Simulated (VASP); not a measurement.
Here is a VASP 6.6.1 calculation.

File INCAR:

```
SYSTEM = SiO2
PREC     = Accurate       ! precision mode
ENCUT    = 600            ! plane-wave cutoff, eV
EDIFF    = 1E-7           ! SCF threshold, eV
ISMEAR   = 0              ! smearing method
SIGMA    = 0.02           ! smearing width, eV
LREAL    = .False.        ! projectors in reciprocal space
LASPH    = .True.         ! aspherical terms in the spheres
NELM     = 60             ! most SCF steps
ALGO     = Normal         ! electronic algorithm
ISIF     = 4              ! what is computed and relaxed
LWAVE    = .False.        ! write WAVECAR
LCHARG   = .False.        ! write CHGCAR
GGA      = PE             ! functional
IBRION   = 2              ! ionic algorithm
NSW      = 50             ! ionic steps
EDIFFG   = -0.01          ! ionic threshold
```

File KPOINTS:

```
Automatic mesh
0
Gamma
  6 6 4
  0 0 0
```

The input POSCAR:

```
SiO2
1.0
    4.9243094151      0.0000000000      0.0000000000
   -2.4621547075      4.2645770495      0.0000000000
    0.0000000000      0.0000000000      5.4630268467
Si O
3 6
Direct
    0.0000000000      0.5000000000      0.3333333333
    0.5000000000      0.5000000000      0.6666666667
    0.5000000000      0.0000000000      0.0000000000
    0.5948864075      0.7974432038      0.8333333333
    0.7974432038      0.5948864075      0.5000000000
    0.7974432038      0.2025567962      0.1666666667
    0.4051135925      0.2025567962      0.8333333333
    0.2025567962      0.4051135925      0.5000000000
    0.2025567962      0.7974432038      0.1666666667
```

Potentials or basis: VASP PAW PBE potentials, release 64 (Si, O).

Command:

```console
$ cat potpaw_PBE.64/Si/POTCAR potpaw_PBE.64/O/POTCAR > POTCAR
$ mpirun -np 1 vasp_std > vasp.out
```

Q: Predict the band gap on the k mesh.

A: 5.85 eV (least direct gap 5.93 eV).

Final structure:
```
Si O
1.0
     4.89919    0.00000    0.00000
    -2.44959    4.24282    0.00000
     0.00000    0.00000    5.51919
Si O
3 6
Direct
  0.00000 0.50000 0.33333
  0.50000 0.50000 0.66667
  0.50000 0.00000 0.00000
  0.60103 0.80051 0.83333
  0.80051 0.60103 0.50000
  0.80051 0.19949 0.16667
  0.39897 0.19949 0.83333
  0.19949 0.39897 0.50000
  0.19949 0.80051 0.16667
```

A k mesh can miss the band edges.
